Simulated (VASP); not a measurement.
**Rh: single point with LDA**

Rh:

```
CELL_PARAMETERS angstrom
-1.50528 1.50528 1.50528
1.50528 -1.50528 1.50528
1.50528 1.50528 -1.50528
ATOMIC_POSITIONS crystal
Rh 0.00000 0.00000 0.00000
```

```json
{
 "Program": "VASP 6.6.1",
 "Task": "single point",
 "Functional": "LDA",
 "Potentials or basis": "VASP PAW LDA potentials, release 64 (Rh_pv)",
 "Cutoff": "520 eV",
 "k mesh": "15 × 15 × 15",
 "Occupations": "fermi-dirac, width 0.136057 eV",
 "Spin": "no spin polarisation"
}
```

```yaml
Pressure: 0.6 GPa
```

Levels at points of the mesh, in eV from the Fermi level:
```tsv
k point	band 4	band 5	band 6	band 7	band 8	band 9	band 10	band 11	band 12	band 13
(0.00, 0.00, 0.00)	-7.94	-3.07	-3.07	-3.07	-0.50	-0.50	18.42	18.42	18.42	20.77
```

Run time: 6.5 s on 1 thread of Intel(R) Xeon(R) 6975P-C (Granite Rapids), on a shared host, peak memory 0.13 GiB.
